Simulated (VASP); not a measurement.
Here is a VASP 6.6.1 calculation.

INCAR

```
ALGO = Normal
EDIFF = 1E-6
ENCUT = 520
GGA = PE
ISIF = 2
ISMEAR = 0
LASPH = T
LCHARG = F
LREAL = F
LWAVE = F
NBANDS = 27
NELM = 100
PREC = Accurate
SIGMA = 0.1
```

File KPOINTS:

```
k-points
0
Gamma
  4 4 4
```

Contents of POSCAR:

```
WSe4
1.0
   -3.5218621097      3.5218621097      3.5218621097
    3.5218621097     -3.5218621097      3.5218621097
    3.5218621097      3.5218621097     -3.5218621097
W Se
1 4
Direct
    0.0000000000      0.0000000000      0.0000000000
    0.0000000000      0.6182296900      0.0000000000
    0.3817703100      0.3817703100      0.3817703100
    0.0000000000      0.0000000000      0.6182296900
    0.6182296900      0.0000000000      0.0000000000
```

Potentials or basis: VASP PAW PBE potentials, release 64 (W_sv, Se).

The run is started by

```console
$ cat potpaw_PBE.64/W_sv/POTCAR potpaw_PBE.64/Se/POTCAR > POTCAR
$ mpirun -np 1 vasp_std > vasp.out
```

Q: Estimate the largest force.

A: 0.078 eV/Å.

Q: Estimate the band gap on the k mesh.

A: Zero (band 19 reaches 1.07 eV, above the bottom of band 20 at -0.94 eV).

Q: What does it give for the pressure?

A: 0.3 GPa.

Forces in eV/Å, atoms in the order of the input:
```
W    0.000  0.000  0.000
Se  -0.045  0.045 -0.045
Se   0.045  0.045  0.045
Se  -0.045 -0.045  0.045
Se   0.045 -0.045 -0.045
```

Caveat: spin-orbit coupling is left out, which moves the levels of the heavy elements.
